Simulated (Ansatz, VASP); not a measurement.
**MnSi: VASP beside Ansatz**

```
CELL_PARAMETERS angstrom
3.11261 0.00000 0.00000
0.00000 3.11261 0.00000
0.00000 0.00000 3.11261
ATOMIC_POSITIONS crystal
Mn 0.00000 0.00000 0.00000
Si 0.50000 0.50000 0.50000
```

Change from the starting cell: volume scaled by 1.04.

Alike in both runs: task single point; functional PBE; k mesh 9 × 9 × 9; occupations fermi-dirac, width 0.05 eV; collinear spin.

|  | VASP | Ansatz |
| --- | --- | --- |
| version | VASP 6.6.1 | Ansatz 0.2.0 |
| potentials or method | VASP PAW PBE potentials, release 64 (Mn_pv, Si), cutoff 520 eV | all-electron LAPW, scalar-relativistic |

Ansatz gave:

| Item | Value |
| --- | --- |
| gap on the k mesh at the Fermi level (eV) | none |
| pressure (GPa) | -19.4 |
| net moment per atom (μB) | 1.31 |
| size of the moment on the site where the two differ most (μB) | 2.82 |

Estimate VASP's values.

gap on the k mesh at the Fermi level (eV): none; pressure (GPa): -19.3; net moment per atom (μB): 1.31; size of the moment on the site where the two differ most (μB): 2.74.

Site moments also hang on the region over which each program counts them. A gap of «none» marks a metal or a gap that the smearing closes. Ansatz ran all-electron here, and VASP with PAW potentials.
